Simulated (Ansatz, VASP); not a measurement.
## One calculation of GeN, two programs

```xyz
4
Lattice="0.0000 2.9160 2.9160 2.9160 0.0000 2.9160 2.9160 2.9160 0.0000" Properties=species:S:1:pos:R:3 pbc="T T T"
Ge    0.0000    0.0000    0.0000
Ge    1.4580    1.4580    1.4580
N     2.9160    2.9160    2.9160
N     4.3739    4.3739    4.3739
```

Alike in both runs: task relaxation of cell and atoms; functional PBE; k mesh 14 × 14 × 14; occupations gaussian, width 0.1 eV; no spin polarisation.

|  | VASP | Ansatz |
| --- | --- | --- |
| version | VASP 6.6.1 | Ansatz 0.2.0 |
| potentials or method | VASP PAW PBE potentials, release 64 (Ge_d, N), cutoff 600 eV | scalar-relativistic, plane waves, PAW |
| valence electrons in the cell | 38 | 38 |

|  | VASP | Ansatz | Ansatz less VASP |
| --- | --- | --- | --- |
| gap on the k mesh at the Fermi level, each at its own relaxed structure (eV) | none | none | - |
| relaxed volume (Å³/atom) | 12.37 | 12.37 | +0.001 |
| relaxed length of the cell vector where the two differ most in proportion (Å) | 4.121 | 4.121 | +0.0001 |

A gap of «none» marks a metal or a gap that the smearing closes.

Noted on VASP's run: too few bands were computed for a metal, which touches its energy and stress.
